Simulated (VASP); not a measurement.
A run of VASP 6.6.1:

Contents of INCAR:

```
SYSTEM = Si24CCl4F2
  PREC = Accurate
  ENCUT = 520
  EDIFF = 1E-6
  ISMEAR = 0
  SIGMA = 0.05
  LREAL = Auto
  LASPH = .TRUE.
  NELM = 120
  ALGO = Normal
  ISIF = 2
  LWAVE = .FALSE.
  LCHARG = .FALSE.
  LDIPOL = .TRUE.
  IDIPOL = 3
  DIPOL = 0.5 0.5 0.472
  GGA = PE
  IVDW = 12
  NBANDS = 92
  GGA_COMPAT = .FALSE.
  NELMDL = -8
```

KPOINTS

```
Automatic mesh
0
G
  2 2 1
  0 0 0
```

The input POSCAR:

```
Si24CCl4F2
1.0
    7.6671877233      0.0000000000      0.0000000000
    0.0000000000      7.6671877233      0.0000000000
    0.0000000000      0.0000000000     27.7482963703
Si Cl C F
24 4 1 2
Direct
    0.4065111020      0.2500000000      0.3577516928
    0.4065111020      0.7500000000      0.3577516928
    0.0934888980      0.2500000000      0.3577516928
    0.0934888980      0.7500000000      0.3577516928
    0.5000000000      0.5000000000      0.4065972180
    0.5000000000      0.0000000000      0.4065972180
    0.0000000000      0.5000000000      0.4065972180
    0.0000000000      0.0000000000      0.4065972180
    0.7501732822      0.4976913634      0.4512368683
    0.7491178619     -0.0234428924      0.4517976978
    0.2511193993      0.5098587146      0.4589168834
    0.2497498858     -0.0034639076      0.4582661249
    0.7642137269      0.7335054165      0.5069291226
    0.7335977898      0.2375632742      0.4924762937
    0.2491867755      0.7560340031      0.5128784351
    0.2529171462      0.2525340849      0.5036665267
   -0.0020845428      0.7604591501      0.5662111842
   -0.0192754387      0.2516490477      0.5383713095
    0.5125083291      0.7844692484      0.5575375506
    0.5072727663      0.2458864106      0.5499288593
    0.8911731059      0.0519872542      0.5967436764
    0.9109734159      0.4670858650      0.5948206209
    0.5793731570      0.0257836994      0.6069310919
    0.6086383803      0.5105278603      0.5798457723
    0.5041341526      0.2490714805      0.2886772655
    0.4988907415      0.7491065475      0.2876690092
    0.0002201044      0.2492986916      0.2881779538
   -0.0046335955      0.7493616390      0.2883330992
    0.9544153911      0.2588511405      0.6427466401
    1.1294267176      0.2581749351      0.6545453507
    0.8653264217      0.2647809091      0.6852256317
```

Potentials or basis: VASP PAW PBE potentials, release 64 (Si, Cl, C, F).

Launch:

```console
$ cat potpaw_PBE.64/Si/POTCAR potpaw_PBE.64/Cl/POTCAR potpaw_PBE.64/C/POTCAR potpaw_PBE.64/F/POTCAR > POTCAR
$ mpirun -np 1 vasp_std > vasp.out
```

Hardware: 1 thread of Intel(R) Xeon(R) Platinum 8488C (Sapphire Rapids) (shared host).

Task: How long does it take, and how much memory?

Result: Wall time 32 min on 1 thread of Intel(R) Xeon(R) Platinum 8488C (Sapphire Rapids), with other jobs on the host, peak memory 1.6 GiB. Counts: scf iterations 32, k points 4.
